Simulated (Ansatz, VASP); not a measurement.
GeH2: VASP beside Ansatz

The input INCAR:

```
SYSTEM = GeH2
ALGO = Normal
EDIFF = 1E-6
ENCUT = 500
GGA = CA
GGA_COMPAT = .FALSE.
ISIF = 2
ISMEAR = 0
LASPH = .TRUE.
LCHARG = .TRUE.
LELF = .TRUE.
LREAL = .FALSE.
LVHAR = .TRUE.
LWAVE = .FALSE.
NBANDS = 15
NELM = 120
PREC = Accurate
SIGMA = 0.05
```

KPOINTS

```
k-points
0
G
  6 6 6
  0 0 0
```

POSCAR

```
GeH2
1.0
    0.0000000000      2.4738304334      2.4738304334
    2.4738304334      0.0000000000      2.4738304334
    2.4738304334      2.4738304334      0.0000000000
Ge H
1 2
Direct
    0.0000000000      0.0000000000      0.0000000000
    0.2500000000      0.2500000000      0.2500000000
    0.7500000000      0.7500000000      0.7500000000
```

Input for Ansatz:

```yaml
crystal:
  lattice:
    - [0.0, 2.4738304334, 2.4738304334]
    - [2.4738304334, 0.0, 2.4738304334]
    - [2.4738304334, 2.4738304334, 0.0]
  atoms:
    - { symbol: Ge, position: [0.0, 0.0, 0.0] }
    - { symbol: H, position: [0.25, 0.25, 0.25] }
    - { symbol: H, position: [0.75, 0.75, 0.75] }
basis:
  ecutwfc: 420
kpoints:
  mp_grid: { grid: [6, 6, 6] }
hamiltonian:
  xc: lda
scf:
  occupations: { method: gaussian, width: 0.05 }
output:
  forces: true
  stress: true
  eigenvalues: true
```

Alike in both runs: task single point; functional LDA; k mesh 6 × 6 × 6; occupations gaussian, width 0.05 eV; no spin polarisation.

|  | VASP | Ansatz |
| --- | --- | --- |
| version | VASP 6.6.1 | Ansatz 0.2.0 |
| potentials or method | VASP PAW LDA potentials, release 64 (Ge_d, H), cutoff 500 eV | scalar-relativistic, plane waves, PAW |
| valence electrons in the cell | 16 | 16 |

Ansatz gave:

```
gap on the k mesh at the Fermi level (eV) : none
pressure (GPa)                            : -6.4
```

Problem. Which values does VASP return?

Solution. gap on the k mesh at the Fermi level (eV): none; pressure (GPa): -6.7.

LDA's correlation is that of Perdew and Zunger in VASP and of Perdew and Wang (1992) in Ansatz. A gap of «none» marks a metal or a gap that the smearing closes.

The k mesh is coarse, so the values compare programs but aren't converged.
